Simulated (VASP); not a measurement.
Write the native input for VASP 6.6.1 that does the following.

- Task: single point
- Functional: PBE
- Potentials or basis: VASP PAW PBE potentials, release 64 (Sr_sv)
- Cutoff: 520 eV
- k mesh: 12 × 12 × 12
- Occupations: fermi-dirac, width 0.15 eV
- Spin: no spin polarisation
- Dipole correction: no
- Further INCAR settings: ALGO = Normal; EDIFF = 1e-06; NBANDS = 11

The structure of Sr lies in POSCAR:

```
Sr
1.0
    0.0000000000      3.0223654551      3.0223654551
    3.0223654551      0.0000000000      3.0223654551
    3.0223654551      3.0223654551      0.0000000000
Sr
1
Direct
    0.0000000000      0.0000000000      0.0000000000
```

The input as run:

INCAR

```
SYSTEM = Sr
PREC = Accurate ; ENCUT = 520
EDIFF = 1E-6 ; ISMEAR = -1
SIGMA = 0.15 ; LREAL = .FALSE.
LASPH = .TRUE. ; NELM = 100
ALGO = Normal ; ISIF = 2
LWAVE = .FALSE. ; LCHARG = .FALSE.
GGA = PE ; NBANDS = 11
```

KPOINTS

```
regular mesh
0
G
  12 12 12
  0 0 0
```

Potentials or basis: VASP PAW PBE potentials, release 64 (Sr_sv).

Run with:

```bash
$ cat potpaw_PBE.64/Sr_sv/POTCAR > POTCAR
$ mpirun -np 1 vasp_std > vasp.out
```

Results of the run:

```yaml
Pressure: 0.0 GPa
Band_gap_on_the_k_mesh: zero (bands 5 and 6 overlap by 0.06 eV)
```

Wall time 19 s on 1 thread of AMD EPYC 9R45 96-Core Processor (Zen 5), with other jobs on the host, peak memory 0.17 GiB.
